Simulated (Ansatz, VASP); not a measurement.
## Al3InAs4 in VASP and in Ansatz

The input INCAR:

```
PREC = Accurate
ENCUT = 520
EDIFF = 1E-6
ISMEAR = 0
SIGMA = 0.1
LREAL = F
LASPH = T
NELM = 80
ALGO = Normal
ISIF = 2
LWAVE = F
LCHARG = F
GGA = PE
NBANDS = 31
```

File KPOINTS:

```
regular mesh
0
Gamma
  4 4 4
```

Contents of POSCAR:

```
Al3InAs4
1.0
   -2.9186523000      2.9186523000      5.8284506000
    2.9186523000     -2.9186523000      5.8284506000
    2.9186523000      2.9186523000     -5.8284506000
Al In As
3 1 4
Direct
    0.7500000000      0.2500000000      0.5000000000
    0.5000000000      0.5000000000      0.0000000000
    0.2500000000      0.7500000000      0.5000000000
    0.0000000000      0.0000000000      0.0000000000
    0.8670580000      0.3940040000      0.0000000000
    0.6059960000      0.6059960000      0.4730540000
    0.3940040000      0.8670580000      0.0000000000
    0.1329420000      0.1329420000      0.5269460000
```

Input for Ansatz:

```yaml
crystal:
  lattice:
    - [-2.9186523, 2.9186523, 5.8284506]
    - [2.9186523, -2.9186523, 5.8284506]
    - [2.9186523, 2.9186523, -5.8284506]
  atoms:
    - { symbol: Al, position: [0.75, 0.25, 0.5] }
    - { symbol: Al, position: [0.5, 0.5, 0.0] }
    - { symbol: Al, position: [0.25, 0.75, 0.5] }
    - { symbol: In, position: [0.0, 0.0, 0.0] }
    - { symbol: As, position: [0.867058, 0.394004, 0.0] }
    - { symbol: As, position: [0.605996, 0.605996, 0.473054] }
    - { symbol: As, position: [0.394004, 0.867058, 0.0] }
    - { symbol: As, position: [0.132942, 0.132942, 0.526946] }
basis:
  ecutwfc: 420
kpoints:
  mp_grid: { grid: [4, 4, 4] }
hamiltonian:
  xc: pbe
scf:
  occupations: { method: gaussian, width: 0.1 }
  lower_state_search: "off"
output:
  forces: true
  stress: true
  eigenvalues: true
```

Alike in both runs: task single point; functional PBE; k mesh 4 × 4 × 4; occupations gaussian, width 0.1 eV; no spin polarisation.

```csv
,VASP,Ansatz
version,VASP 6.6.1,Ansatz 0.2.0
potentials or method,"VASP PAW PBE potentials, release 64 (Al, In_d, As), cutoff 520 eV","scalar-relativistic, plane waves, PAW"
valence electrons in the cell,42,82
```

VASP gave:

```
gap on the k mesh at the Fermi level (eV) : 1.15
least direct gap on the mesh (eV)         : 1.15
pressure (GPa)                            : 0.1
```

Question: Which values does Ansatz return?

Answer: gap on the k mesh at the Fermi level (eV): 1.15; least direct gap on the mesh (eV): 1.15; pressure (GPa): 0.0.

VASP's potentials hold 42 valence electrons a cell and Ansatz's 82, so a difference there can come from the potentials and not from the codes.
